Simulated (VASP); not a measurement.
# CuSn2Sb3 (P-4m2) in VASP: relaxation of cell and atoms with r2SCAN

Aim: the relaxation of cell and atoms of CuSn2Sb3 with r2SCAN.

All numbers are computed with VASP 6.6.1; they aren't measurements. Logs are shortened: lines on timing, memory, paths and dates and some standing lists are left out, and cuts for length are marked.

## Step 1: The cell of the first run

The structure is tetragonal, space group P-4m2 (No. 115). The conventional cell has a = 4.127 Å, b = 4.127 Å, c = 9.110 Å, α = 90.00°, β = 90.00°, γ = 90.00°. Within 3.8 Å of Cu (site symmetry -4m2) lie 4 Sb at 2.92 Å and 4 Sn at 3.17 Å. Sn (site symmetry 2mm) has 7 Sb at 3.12 to 3.22 Å and 2 Cu at 3.17 Å and 4 Sn at 4.13 Å within 4.2 Å. Within 3.8 Å of Sb (site symmetry -4m2) lie 4 Cu at 2.92 Å and 4 Sn at 3.17 Å. Within 4.2 Å of Sb (site symmetry 2mm) lie 5 Sn at 3.12 to 3.22 Å and 10 Sb at 3.61 to 4.13 Å and 2 Cu at 4.06 Å.

## Step 2: Relaxation of cell and atoms, r2SCAN

Contents of POSCAR:

```
CuSn2Sb3
1.0
    4.1273510000      0.0000000000      0.0000000000
    0.0000000000      4.1273510000      0.0000000000
    0.0000000000      0.0000000000      9.1097300000
Cu Sn Sb
1 2 3
Direct
    0.0000000000      0.0000000000      0.0000000000
    0.0000000000      0.5000000000      0.7365000000
    0.5000000000      0.0000000000      0.2635000000
    0.5000000000      0.5000000000      0.0000000000
    0.0000000000      0.5000000000      0.3835000000
    0.5000000000      0.0000000000      0.6165000000
```

Contents of INCAR.step1:

```
ALGO = Normal ; EDIFF = 1E-5
EDIFFG = -0.005 ; ENCUT = 660
GGA = PE ; GGA_COMPAT = False
IBRION = 2 ; ISIF = 3
ISMEAR = -1 ; KPAR = 4
LASPH = True ; LCHARG = False
LREAL = False ; LWAVE = True
NELM = 120 ; NELMIN = 4
NSW = 100 ; PREC = Accurate
SIGMA = 0.1172
```

Contents of INCAR.step2:

```
ALGO = Normal ; EDIFF = 1E-7
EDIFFG = -0.01 ; ENCUT = 660
GGA_COMPAT = False ; IBRION = 2
ISIF = 3 ; ISMEAR = -1
ISTART = 1 ; KPAR = 4
LASPH = True ; LCHARG = False
LMIXTAU = True ; LREAL = False
LWAVE = False ; METAGGA = R2SCAN
NELM = 120 ; NELMIN = 4
NSW = 100 ; PREC = Accurate
SIGMA = 0.1172
```

Contents of KPOINTS:

```
k-points
0
Gamma
  8 8 4
```

Potentials or basis: VASP PAW PBE potentials, release 64 (Cu, Sn_d, Sb).

Started as:

```console
> cat potpaw_PBE.64/Cu/POTCAR potpaw_PBE.64/Sn_d/POTCAR potpaw_PBE.64/Sb/POTCAR > POTCAR
> cp INCAR.step1 INCAR
> mpirun -np 4 vasp_std > vasp.out
> cp INCAR.step2 INCAR
> mpirun -np 4 vasp_std > vasp.out
```

OUTCAR:

```text
EDIFF = 1E-7
   EDIFFG = -0.01
   ENCUT = 660
   IBRION = 2
   ISIF = 3
   ISMEAR = -1
   ISTART = 1
   LASPH = True
   LREAL = False
   METAGGA = R2SCAN
   NELM = 120
   NELMIN = 4
   NSW = 100
   PREC = Accurate

 ion  position               nearest neighbor table
   1  0.000  0.000  0.000-   4 2.92   4 2.92   4 2.92   4 2.92   3 3.17   3 3.17   2 3.17   2 3.17

   2  0.000  0.500  0.736-   6 3.12   6 3.12   6 3.12   6 3.12   4 3.17   4 3.17   1 3.17   1 3.17
                             5 3.22
   3  0.500  0.000  0.264-   5 3.12   5 3.12   5 3.12   5 3.12   4 3.17   1 3.17   1 3.17   4 3.17
                             6 3.22
   4  0.500  0.500  0.000-   1 2.92   1 2.92   1 2.92   1 2.92   3 3.17   3 3.17   2 3.17   2 3.17

   5  0.000  0.500  0.383-   3 3.12   3 3.12   3 3.12   3 3.12   2 3.22   6 3.61   6 3.61   6 3.61
                             6 3.61
   6  0.500  0.000  0.617-   2 3.12   2 3.12   2 3.12   2 3.12   3 3.22   5 3.61   5 3.61   5 3.61
                             5 3.61

  LATTYP: Found a simple tetragonal cell.
 ALAT       =     4.1273510000
 C/A-ratio  =     2.2071614457

  Lattice vectors:

 A1 = (   4.1273510000,   0.0000000000,   0.0000000000)
 A2 = (   0.0000000000,   4.1273510000,   0.0000000000)
 A3 = (   0.0000000000,   0.0000000000,   9.1097300000)

Analysis of symmetry for initial positions (statically):
=====================================================================
 Subroutine PRICEL returns:
 Original cell was already a primitive cell.

 Routine SETGRP: Setting up the symmetry group for a
 simple tetragonal supercell.

 Subroutine GETGRP returns: Found  8 space group operations
 (whereof  8 operations were pure point group operations)
 out of a pool of 16 trial point group operations.

The static configuration has the point symmetry D_2d.

Analysis of symmetry for dynamics (positions and initial velocities):
=====================================================================
 Subroutine PRICEL returns:
 Original cell was already a primitive cell.

 Routine SETGRP: Setting up the symmetry group for a
 simple tetragonal supercell.

 Subroutine GETGRP returns: Found  8 space group operations
 (whereof  8 operations were pure point group operations)
 out of a pool of 16 trial point group operations.

The dynamic configuration has the point symmetry D_2d.

 Subroutine INISYM returns: Found  8 space group operations
[... 120 lines left out ...]
   ISMEAR =    -1;   SIGMA  =   0.12  broadening in eV -4-tet -1-fermi 0-gaus
   EFERMI_NEDOS =   21; number of points for ismear=-14 and -15
   IALGO  =     38    algorithm
   IMIX   =      4    mixing-type and parameters
     AMIX     =   0.40;   BMIX     =  1.00
     AMIX_MAG =   1.60;   BMIX_MAG =  1.00
  volume/ion in A,a.u.               =      25.86       174.54
  Fermi-wavevector in a.u.,A,eV,Ry     =   1.151481  2.175983 18.040069  1.325908
  Thomas-Fermi vector in A             =   2.288138
   LORBIT       =      0    0 simple, 1 ext, 2 COOP (PROOUT), +10 PAW based schemes
   METAGGA = R2SCAN    functional components
   LHFCALC =     F    Hartree Fock is set to
   AEXX    =    0.0000 exact exchange contribution
   IVDW    =     0    specifies the selected vdW correction
   LEPSILON=     F    determine dielectric tensor
   LRPA    =     F    only Hartree local field effects (RPA)
 conjugate gradient relaxation of ions
 non-spin polarized calculation
  energy-cutoff  :      660.00
  volume of cell :      155.18
 maximum number of plane-waves:      6022
 NGX is ok and might be reduce to    36
   NGX = 17   NGY = 17   NGZ = 39

--------------------------------------- Ionic step        1  -------------------------------------------

 number of electron      54.0000006 magnetization

 Free energy of the ion-electron system (eV)
  ---------------------------------------------------
  ext. energy  EPLUGINS =         0.00000000
  ---------------------------------------------------
  free energy    TOTEN  =      -135.50556340 eV

  energy without entropy =     -135.34643421  energy(sigma->0) =     -135.42599881

------------------------ aborting loop because EDIFF is reached ----------------------------------------

  FORCE on cell =-STRESS in cart. coord.  units (eV):
  Direction    XX          YY          ZZ          XY          YZ          ZX
  --------------------------------------------------------------------------------------
  -------------------------------------------------------------------------------------
  Total       -2.2984279     -2.2984279      1.5806861      0.0000000      0.0000000      0.0000000
  in kB      -23.7297500    -23.7297500     16.3195401      0.0000000      0.0000000      0.0000000
  external PRESSURE =     -10.3799866 kB  Pullay stress =       0.0000000 kB
[... 101 lines left out ...]
  FREE ENERGIE OF THE ION-ELECTRON SYSTEM (eV)
  ---------------------------------------------------
  free  energy   TOTEN  =      -135.6195999951 eV

  energy  without entropy=     -135.4763830059  energy(sigma->0) =     -135.54799150

[... ionic steps 4 to 29 ...]

--------------------------------------- Ionic step       30  -------------------------------------------

 number of electron      53.9999994 magnetization

------------------------ aborting loop because EDIFF is reached ----------------------------------------
[... 75 lines left out ...]
--------------------------------------- Ionic step       32  -------------------------------------------

 number of electron      53.9999996 magnetization

 Free energy of the ion-electron system (eV)
  ---------------------------------------------------
  ext. energy  EPLUGINS =         0.00000000
  ---------------------------------------------------
  free energy    TOTEN  =      -135.99449896 eV

  energy without entropy =     -135.88007639  energy(sigma->0) =     -135.93728768

 E-fermi :   7.3927     XC(G=0): -10.7553

 val. band max:        7.3817903171   @ k =   0.3750   0.2500   0.5000
 cond. band min:       7.4038440965   @ k =   0.5000   0.1250   0.5000
 fundamental gap:      0.0220537794
 Fermi energy:         7.3926850633

 k-point     1 :       0.0000    0.0000    0.0000
  band No.  band energies     occupation
      1     -14.7980      2.00000
      2     -14.7978      2.00000
      3     -14.7909      2.00000
      4     -14.7909      2.00000
      5     -14.7750      2.00000
      6     -14.7715      2.00000
[... 829 lines left out ...]
     31      10.0130      0.00000
     32      10.0744      0.00000

 [... further k-points ...]
[... 5 lines left out ...]
  --------------------------------------------------------------------------------------
  -------------------------------------------------------------------------------------
  Total       -0.0259711     -0.0259711     -0.0158151      0.0000000      0.0000000      0.0000000
  in kB       -0.2661812     -0.2661812     -0.1620905      0.0000000      0.0000000      0.0000000
  external PRESSURE =      -0.2314843 kB  Pullay stress =       0.0000000 kB
[... 21 lines left out ...]
  FREE ENERGIE OF THE ION-ELECTRON SYSTEM (eV)
  ---------------------------------------------------
  free  energy   TOTEN  =      -135.9944989578 eV

  energy  without entropy=     -135.8800763927  energy(sigma->0) =     -135.93728768

 reached required accuracy - stopping structural energy minimisation
```

OSZICAR.step1:

```text
N       E                     dE             d eps       ncg     rms          rms(c)
DAV:   1     0.518286682507E+03    0.51829E+03   -0.27363E+04  2880   0.236E+03
DAV:   2     0.438140132664E+02   -0.47447E+03   -0.46836E+03  2904   0.574E+02
DAV:   3    -0.201641140979E+02   -0.63978E+02   -0.62876E+02  3496   0.192E+02
[... 300 lines left out ...]
       N       E                     dE             d eps       ncg     rms          rms(c)
DAV:   1    -0.229923686894E+02   -0.30844E-05   -0.27189E-03  3464   0.280E-01    0.159E-02
DAV:   2    -0.229923770074E+02   -0.83180E-05   -0.11081E-04  3184   0.142E-01    0.864E-03
DAV:   3    -0.229923760001E+02    0.10073E-05   -0.95075E-06  1512   0.734E-02    0.542E-03
DAV:   4    -0.229923757816E+02    0.21855E-06   -0.19180E-06  1456   0.263E-02
  38 F= -.22992376E+02 E0= -.22925837E+02  d E =-.100720E-04
```

Run time: 83 min. Hardware: 4 MPI ranks of Intel Xeon 6975P-C (Granite Rapids), shared host; peak memory 0.61 GiB.

What came out:

* Free energy: -135.9945 eV
* Relaxed volume: 26.05 Å³/atom
* Relaxed cell: a = 3.905 Å, b = 3.905 Å, c = 10.254 Å, α = 90.00°, β = 90.00°, γ = 90.00°
* Space group after relaxing (to 0.1 Å): P-4m2 (No. 115)
* Energy gained by relaxing: 81.5 meV/atom
* Ionic steps: 32
* Pressure after relaxing: 0.0 GPa
* Largest force after relaxing: 0.004 eV/Å
* Band gap on the k mesh: zero (bands 27 and 28 overlap by 2.50 eV)

Forces in eV/Å, atoms in the order of the input:
```
Cu   0.000  0.000  0.000
Sn   0.000  0.000  0.004
Sn   0.000  0.000 -0.004
Sb   0.000  0.000  0.000
Sb   0.000  0.000  0.003
Sb   0.000  0.000 -0.003
```

The path:
| step | energy change (eV) | largest force (eV/Å) | pressure (GPa) | volume (Å³) |
| --- | --- | --- | --- | --- |
| 1 | 0.0000 | 0.0942 | -1.04 | 155.18 |
| 2 | -0.0847 | 0.1711 | 0.48 | 151.40 |
| 3 | -0.1140 | 0.3157 | 2.17 | 147.89 |
| 4 | -0.1634 | 0.3708 | 1.85 | 148.79 |
| 5 | -0.2353 | 0.4519 | 1.24 | 151.23 |
| 6 | -0.2365 | 0.4557 | 1.18 | 151.63 |
| 7 | -0.2674 | 0.3634 | -0.14 | 154.38 |
| 8 | -0.2728 | 0.3105 | -0.89 | 156.14 |
| 9 | -0.2960 | 0.2815 | -0.76 | 155.27 |
| 10 | -0.3496 | 0.2095 | -0.21 | 152.65 |
| 11 | -0.3707 | 0.1924 | 1.71 | 147.48 |
| 12 | -0.3789 | 0.2064 | 0.78 | 149.52 |
| 13 | -0.4026 | 0.2013 | 0.36 | 150.48 |
| 14 | -0.4443 | 0.2263 | -0.48 | 153.38 |
| 15 | -0.4630 | 0.2482 | -0.53 | 159.23 |
| 16 | -0.4553 | 0.2923 | 1.37 | 156.96 |
| 17 | -0.4714 | 0.2574 | 0.26 | 158.25 |
| 18 | -0.4803 | 0.0759 | -0.26 | 159.72 |
| 19 | -0.4803 | 0.0722 | -0.28 | 159.75 |
| 20 | -0.4816 | 0.0813 | 0.27 | 158.14 |
| 21 | -0.4820 | 0.0663 | 0.10 | 158.64 |
| 22 | -0.4838 | 0.0624 | 0.01 | 158.58 |
| 23 | -0.4849 | 0.0752 | -0.09 | 158.52 |
| 24 | -0.4851 | 0.0812 | -0.13 | 158.48 |
| 25 | -0.4865 | 0.0862 | 0.10 | 157.41 |
| 26 | -0.4866 | 0.0872 | 0.19 | 157.02 |
| 27 | -0.4876 | 0.0619 | 0.09 | 156.97 |
| 28 | -0.4884 | 0.0231 | -0.06 | 156.87 |
| 29 | -0.4884 | 0.0180 | -0.09 | 156.85 |
| 30 | -0.4888 | 0.0132 | -0.01 | 156.50 |
| 31 | -0.4889 | 0.0103 | 0.07 | 156.16 |
| 32 | -0.4889 | 0.0040 | -0.02 | 156.32 |

Final structure:
```xyz
6
Lattice="3.9045 0.0000 0.0000 0.0000 3.9045 0.0000 0.0000 0.0000 10.2538" Properties=species:S:1:pos:R:3 pbc="T T T"
Cu    0.0000    0.0000    0.0000
Sn    0.0000    1.9523    7.9645
Sn    1.9523    3.9045    2.2893
Sb    1.9523    1.9523    0.0000
Sb    0.0000    1.9523    4.3989
Sb    1.9523    3.9045    5.8549
```

Levels at points of the mesh, in eV from the Fermi level:
| k point | band 23 | band 24 | band 25 | band 26 | band 27 | band 28 | band 29 | band 30 | band 31 | band 32 |
| --- | --- | --- | --- | --- | --- | --- | --- | --- | --- | --- |
| (0.00, 0.00, 0.00) | -2.08 | -1.14 | -1.14 | -0.22 | 1.22 | 1.32 | 1.32 | 1.95 | 3.50 | 3.91 |
| (0.50, 0.00, 0.00) | -2.14 | -2.03 | -1.39 | 0.55 | 0.60 | 1.14 | 1.97 | 2.47 | 2.66 | 3.12 |
| (0.50, 0.50, 0.00) | -3.01 | -2.87 | -2.47 | -2.46 | -2.38 | -0.65 | -0.65 | 0.25 | 0.62 | 1.85 |
| (0.00, 0.00, 0.50) | -1.94 | -1.40 | -1.40 | -0.31 | 0.46 | 1.63 | 2.10 | 2.10 | 2.76 | 2.76 |
| (0.50, 0.00, 0.50) | -2.71 | -0.47 | 0.51 | 0.59 | 0.61 | 0.68 | 1.08 | 1.39 | 2.62 | 3.21 |
| (0.50, 0.50, 0.50) | -3.03 | -2.86 | -2.67 | -2.58 | -1.41 | -1.10 | -1.08 | -1.08 | -0.21 | 3.22 |

Caveat: the PAW data sets were made with another functional, which shifts forces and pressure a little; spin-orbit coupling is left out, which moves the levels of the heavy elements.

The gap in the log of VASP goes by the Fermi energy; the results here count the filled bands.